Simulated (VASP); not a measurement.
A run of VASP 6.6.1 is set up as follows.

The input INCAR:

```
PREC     = Accurate       # precision mode
ENCUT    = 600            # plane-wave cutoff, eV
EDIFF    = 1E-6           # SCF threshold, eV
ISMEAR   = -1             # smearing method
SIGMA    = 0.1            # smearing width, eV
LREAL    = F              # projectors in reciprocal space
LASPH    = T              # aspherical terms in the spheres
NELM     = 120            # most SCF steps
ALGO     = Normal         # electronic algorithm
ISIF     = 2              # what is computed and relaxed
LWAVE    = F              # write WAVECAR
LCHARG   = F              # write CHGCAR
GGA      = PE             # functional
NBANDS   = 17             # bands
GGA_COMPAT= F
```

File KPOINTS:

```
Automatic mesh
0
Gamma
  13 13 5
```

The input POSCAR:

```
SiN
1.0
    1.4755080000      2.5556660000      0.0000000000
   -2.9510280000      0.0000000000      0.0000000000
    0.0000000000      0.0000000000      7.8504250000
Si N
2 2
Direct
    0.6666700000      0.3333400000      0.2500000000
    0.3333300000      0.6666700000      0.7500000000
    0.6666700000      0.3333400000      0.7500000000
    0.3333300000      0.6666700000      0.2500000000
```

Potentials or basis: VASP PAW PBE potentials, release 64 (Si, N).

Command:

```bash
$ cat potpaw_PBE.64/Si/POTCAR potpaw_PBE.64/N/POTCAR > POTCAR
$ mpirun -np 1 vasp_std > vasp.out
```

Task: Estimate the band gap on the k mesh.

Result: Zero (bands 9 and 10 overlap by 1.46 eV).

Task: Predict the pressure.

Result: 10.9 GPa.

Stress tensor (GPa, compression positive):
```
17.43  0.00  0.00
 0.00 17.43  0.00
 0.00  0.00 -2.08
```

Caveat: the stress differs along the axes, from -2 to 17 GPa.
